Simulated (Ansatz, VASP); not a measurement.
## Ir: VASP beside Ansatz

```
CELL_PARAMETERS angstrom
0.00000 1.88585 2.20079
1.88585 0.00000 2.20079
1.88585 1.88585 0.00000
ATOMIC_POSITIONS crystal
Ir 0.00000 0.00000 0.00000
```

Alike in both runs: task single point; functional PBE; k mesh 22 × 22 × 22; occupations gaussian, width 0.15 eV; no spin polarisation.

|  | VASP | Ansatz |
| --- | --- | --- |
| version | VASP 6.6.1 | Ansatz 0.2.0 |
| potentials or method | VASP PAW PBE potentials, release 64 (Ir), cutoff 520 eV | scalar-relativistic, plane waves, PAW |
| valence electrons in the cell | 9 | 17 |

|  | VASP | Ansatz | Ansatz less VASP |
| --- | --- | --- | --- |
| gap on the k mesh at the Fermi level (eV) | none | none | - |
| pressure (GPa) | -16.5 | -16.8 | -0.36 |
| traceless stress, the component that is largest in VASP (GPa) | -26.49 | -26.69 | -0.200 |

A gap of «none» marks a metal or a gap that the smearing closes. VASP's potentials hold 9 valence electrons a cell and Ansatz's 17, so a difference there can come from the potentials and not from the codes.

Spin-orbit coupling is off throughout.
